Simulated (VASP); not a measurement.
A run of VASP 6.6.1 is set up as follows.

INCAR

```
SYSTEM = In3As
PREC     = Accurate       ! precision mode
ENCUT    = 520            ! plane-wave cutoff, eV
EDIFF    = 1E-6           ! SCF threshold, eV
ISMEAR   = -1             ! smearing method
SIGMA    = 0.05           ! smearing width, eV
LREAL    = .False.        ! projectors in reciprocal space
LASPH    = .True.         ! aspherical terms in the spheres
NELM     = 60             ! most SCF steps
ALGO     = Normal         ! electronic algorithm
ISIF     = 2              ! what is computed and relaxed
LWAVE    = .False.        ! write WAVECAR
LCHARG   = .False.        ! write CHGCAR
GGA      = CA             ! functional
NBANDS   = 30             ! bands
```

File KPOINTS:

```
regular mesh
0
Gamma
  6 6 6
  0 0 0
```

Contents of POSCAR:

```
In3As
1.0
    4.6085424358      0.0000000000      0.0000000000
    0.0000000000      4.6085424358      0.0000000000
    0.0000000000      0.0000000000      4.6085424358
In As
3 1
Direct
    0.5000000000      0.5000000000      0.0000000000
    0.5000000000      0.0000000000      0.5000000000
    0.0000000000      0.5000000000      0.5000000000
    0.0000000000      0.0000000000      0.0000000000
```

Potentials or basis: VASP PAW LDA potentials, release 64 (In_d, As).

Command:

```bash
$ cat potpaw_LDA.64/In_d/POTCAR potpaw_LDA.64/As/POTCAR > POTCAR
$ mpirun -np 1 vasp_std > vasp.out
```

Estimate the band gap on the k mesh.

zero (bands 22 and 23 overlap by 4.04 eV).

What does it give for the pressure?

-2.2 GPa.

Caveat: spin-orbit coupling is left out, which moves the levels of the heavy elements.
